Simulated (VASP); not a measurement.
OsO3:

```
CELL_PARAMETERS angstrom
-2.15839 2.15839 2.15839
2.15839 -2.15839 2.15839
2.15839 2.15839 -2.15839
ATOMIC_POSITIONS crystal
Os 0.00000 0.00000 0.00000
O 0.00000 0.50000 0.50000
O 0.50000 0.00000 0.50000
O 0.50000 0.50000 0.00000
```

```yaml
Program: VASP 6.6.1
Task: relaxation of cell and atoms
Functional: PBE
Potentials_or_basis: VASP PAW PBE potentials, release 64 (Os, O)
Cutoff: 600 eV
k_mesh: 6 × 6 × 6
Occupations: gaussian, width 0.1 eV
Spin: collinear spin, ferromagnetic start
Starting_moments: "[1.0, 0.0, 0.0, 0.0] μB"
```

At the start: pressure -22.0 GPa; volume 10.06 Å³/atom.

How do energy, volume and symmetry change on relaxing?

Over 3 steps the energy falls by 77.4 meV/atom and the volume is 9.05 Å³/atom (-10.0 %); space group Im-3m (No. 229, to 0.05 Å); moment 0.00 μB per cell.

The path:
```csv
step,energy change (eV),largest force (eV/Å),pressure (GPa),volume (Å³)
1,0.0000,0.0000,-21.98,40.22
2,0.0185,0.0000,33.79,32.71
3,-0.3095,0.0000,-0.49,36.21
```

Final structure:
```
CELL_PARAMETERS angstrom
-2.08418 2.08418 2.08418
2.08418 -2.08418 2.08418
2.08418 2.08418 -2.08418
ATOMIC_POSITIONS crystal
Os 0.00000 0.00000 0.00000
O 0.00000 0.50000 0.50000
O 0.50000 0.00000 0.50000
O 0.50000 0.50000 0.00000
```
